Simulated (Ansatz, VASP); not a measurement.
# Ba: VASP beside Ansatz

```xyz
2
Lattice="6.9961 0.0000 0.0000 -3.4980 6.0588 0.0000 0.0000 0.0000 3.9094" Properties=species:S:1:pos:R:3 pbc="T T T"
Ba    0.0000    4.0392    1.9547
Ba    3.4980    2.0196    1.9547
```

Alike in both runs: task single point; functional PBEsol; k mesh 3 × 3 × 4; occupations methfessel-paxton of order 1, width 0.05 eV; no spin polarisation.

|  | VASP | Ansatz |
| --- | --- | --- |
| version | VASP 6.6.1 | Ansatz 0.2.0 |
| potentials or method | VASP PAW PBE potentials, release 64 (Ba_sv) | plane waves, PAW |
| plane-wave cutoff (eV) | 520 | 420 |
| valence electrons in the cell | 20 | 20 |

|  | VASP | Ansatz | Ansatz less VASP |
| --- | --- | --- | --- |
| pressure (GPa) | -0.3 | -0.3 | -0.04 |
| traceless stress, the component that is largest in VASP (GPa) | -0.38 | -0.38 | +0.005 |

VASP's potentials were made for PBE, not for PBEsol.

The k mesh is coarse, so the values compare programs but aren't converged. Neither program's run includes spin-orbit coupling.
